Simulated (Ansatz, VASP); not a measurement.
**MoS2: VASP beside Ansatz**

Contents of INCAR:

```
SYSTEM = MoS2
PREC = Accurate
ENCUT = 520
EDIFF = 1E-6
ISMEAR = -1
SIGMA = 0.15
LREAL = .FALSE.
LASPH = .TRUE.
NELM = 60
ALGO = Normal
ISIF = 2
LWAVE = .FALSE.
LCHARG = .FALSE.
NBANDS = 20
```

KPOINTS

```
Automatic mesh
0
G
  11 11 11
  0 0 0
```

The input POSCAR:

```
MoS2
1.0
    1.5930584434      0.9197522923      6.2008287513
   -1.5930584434      0.9197522923      6.2008287513
    0.0000000000     -1.8395055929      6.2008287513
Mo S
1 2
Direct
    0.0000000000      0.0000000000      0.0000000000
    0.2500000000      0.2500000000      0.2500000000
    0.4170000000      0.4170000000      0.4170000000
```

Input for Ansatz:

```yaml
crystal:
  lattice:
    - [1.5930584434223025, 0.9197522923098663, 6.2008287512956715]
    - [-1.5930584434223025, 0.9197522923098663, 6.2008287512956715]
    - [0.0, -1.8395055928845703, 6.2008287512956715]
  atoms:
    - { symbol: Mo, position: [0.0, 0.0, 0.0] }
    - { symbol: S, position: [0.25, 0.25, 0.25] }
    - { symbol: S, position: [0.417, 0.417, 0.417] }
basis:
  ecutwfc: 450.0
kpoints:
  mp_grid:
    grid: [11, 11, 11]
hamiltonian:
  xc: lda
scf:
  occupations:
    method: fermi_dirac
    width: 0.15
output:
  stress: true
```

Alike in both runs: task single point; functional LDA; k mesh 11 × 11 × 11; occupations fermi-dirac, width 0.15 eV; no spin polarisation.

|  | VASP | Ansatz |
| --- | --- | --- |
| version | VASP 6.6.1 | Ansatz 0.2.0 |
| potentials or method | VASP PAW LDA potentials, release 64 (Mo_sv, S), cutoff 520 eV | plane waves, PAW |
| valence electrons in the cell | 26 | 26 |

VASP gave:

```
pressure (GPa)                                                : -5.9
traceless stress, the component that is largest in VASP (GPa) : 1.31
```

Q: Which values does Ansatz return?

A: Pressure (GPa): -6.0; traceless stress, the component that is largest in VASP (GPa): 1.33.

LDA's correlation is that of Perdew and Zunger in VASP and of Perdew and Wang (1992) in Ansatz.
